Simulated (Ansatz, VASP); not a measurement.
## N in VASP and in Ansatz

INCAR

```
SYSTEM = N
  PREC = Accurate
  ENCUT = 520
  EDIFF = 1E-7
  ISMEAR = -1
  SIGMA = 0.08
  LREAL = .FALSE.
  LASPH = .TRUE.
  NELM = 60
  ALGO = Normal
  ISIF = 2
  LWAVE = .FALSE.
  LCHARG = .TRUE.
  GGA = PE
  LELF = .TRUE.
  LVHAR = .TRUE.
  NBANDS = 12
```

Contents of KPOINTS:

```
Automatic mesh
0
G
  13 13 13
  0 0 0
```

Contents of POSCAR:

```
N
1.0
    0.0000000000      2.1093586386      2.1093586386
    2.1093586386      0.0000000000      2.1093586386
    2.1093586386      2.1093586386      0.0000000000
N
2
Direct
    0.0000000000      0.0000000000      0.0000000000
    0.2500000000      0.2500000000      0.2500000000
```

Input for Ansatz:

```yaml
crystal:
  lattice:
    - [0.0, 2.1093586386, 2.1093586386]
    - [2.1093586386, 0.0, 2.1093586386]
    - [2.1093586386, 2.1093586386, 0.0]
  atoms:
    - { symbol: "N", position: [0.0, 0.0, 0.0] }
    - { symbol: "N", position: [0.25, 0.25, 0.25] }
kpoints:
  mp_grid: { grid: [13, 13, 13] }
scf:
  occupations: { method: fermi_dirac, width: 0.08 }
hamiltonian:
  xc: pbe
  pseudopotentials: { kind: all_electron, lapw: { basis_error: 0.00025 } }
output:
  forces: true
  stress: true
  eigenvalues: true
```

Change from the starting cell: volume scaled by 1.025.

Alike in both runs: task single point; functional PBE; k mesh 13 × 13 × 13; occupations fermi-dirac, width 0.08 eV; no spin polarisation.

```csv
,VASP,Ansatz
version,VASP 6.6.1,Ansatz 0.2.0
potentials or method,"VASP PAW PBE potentials, release 64 (N), cutoff 520 eV","all-electron LAPW, scalar-relativistic"
```

|  | VASP | Ansatz | Ansatz less VASP |
| --- | --- | --- | --- |
| pressure (GPa) | -3.7 | -3.7 | -0.06 |

Ansatz ran all-electron here, and VASP with PAW potentials.
